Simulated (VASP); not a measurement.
Set up this calculation in VASP 6.6.1, as the native input.

```
Task                   : single point
Functional             : LDA
Potentials or basis    : VASP PAW LDA potentials, release 64 (B, N)
Cutoff                 : 600 eV
k mesh                 : 12 × 12 × 12
Occupations            : gaussian, width 0.02 eV
Spin                   : no spin polarisation
Dipole correction      : no
Further INCAR settings : ALGO = Normal; EDIFF = 1e-06; NBANDS = 11
```

The structure of BN (Qingsongite) lies in POSCAR:

```
BN
1.0
    0.0000000000      1.7902832411      1.7902832411
    1.7902832411      0.0000000000      1.7902832411
    1.7902832411      1.7902832411      0.0000000000
B N
1 1
Direct
    0.0000000000      0.0000000000      0.0000000000
    0.2500000000      0.2500000000      0.2500000000
```

These files were run (other wordings do the same):

INCAR

```
PREC = Accurate ; ENCUT = 600
EDIFF = 1E-6 ; ISMEAR = 0
SIGMA = 0.02 ; LREAL = F
LASPH = T ; NELM = 120
ALGO = Normal ; ISIF = 2
LWAVE = F ; LCHARG = F
NBANDS = 11 ; GGA_COMPAT = F
```

KPOINTS

```
Automatic mesh
0
Gamma
  12 12 12
```

Potentials or basis: VASP PAW LDA potentials, release 64 (B, N).

Launch:

```console
$ cat potpaw_LDA.64/B/POTCAR potpaw_LDA.64/N/POTCAR > POTCAR
$ mpirun -np 1 vasp_std > vasp.out
```

Results of the run:

```yaml
Pressure: 0.8 GPa
Band_gap_on_the_k_mesh: 4.38 eV, indirect (least direct gap 8.82 eV)
```

It took 13 s on 1 thread of Intel Xeon 8259CL, with other jobs on the host, peak memory 0.12 GiB.
